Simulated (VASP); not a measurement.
# HgH3: single point with PBE

The system is HgH3.

```
Hg H
1.0
     7.23782    0.00000    0.00000
     0.00000    7.23782    0.00000
     0.00000    0.00000    7.23782
Hg H
2 6
Direct
  0.50000 0.50000 0.50000
  0.00000 0.00000 0.00000
  0.05195 0.50000 0.50000
  0.94805 0.50000 0.50000
  0.50000 0.05195 0.50000
  0.50000 0.94805 0.50000
  0.50000 0.50000 0.05195
  0.50000 0.50000 0.94805
```

This cell differs from its parent crystal: volume scaled by 1.03, then relaxed in part.

```json
{
 "Program": "VASP 6.6.1",
 "Task": "single point",
 "Functional": "PBE",
 "Potentials or basis": "VASP PAW PBE potentials, release 64 (Hg, H)",
 "Cutoff": "520 eV",
 "k mesh": "4 × 4 × 4",
 "Occupations": "gaussian, width 0.02 eV",
 "Spin": "no spin polarisation",
 "Dipole correction": "no",
 "Further INCAR settings": "ALGO = Normal; EDIFF = 1e-06; NBANDS = 25"
}
```

```json
{
  "Pressure": "0.0 GPa",
  "Largest force": "0.012 eV/Å",
  "Band gap on the k mesh": "4.89 eV, direct"
}
```

Forces in eV/Å, atoms in the order of the input:
```
Hg   0.000  0.000  0.000
Hg   0.000  0.000  0.000
H   -0.012  0.000  0.000
H    0.012  0.000  0.000
H    0.000 -0.012  0.000
H    0.000  0.012  0.000
H    0.000  0.000 -0.012
H    0.000  0.000  0.012
```

Levels at points of the mesh, in eV from the valence-band top:
```
           k point  band 13  band 14  band 15  band 16  band 17  band 18
(0.00, 0.00, 0.00)    -3.11    -0.11     0.00     4.89     4.89     4.89
(0.50, 0.00, 0.00)    -3.11    -0.16    -0.07     5.10     5.10     5.49
(0.50, 0.50, 0.00)    -3.11    -0.28    -0.06     5.14     5.14     5.19
(0.50, 0.50, 0.50)    -3.11    -0.40    -0.04     5.31     5.31     5.31
```

Run time: 2.2 min on 1 thread of Intel Xeon 6975P-C, with other jobs on the host, peak memory 0.44 GiB.

Caveat: spin-orbit coupling is left out, which moves the levels of the heavy elements. A k mesh can miss the band edges.
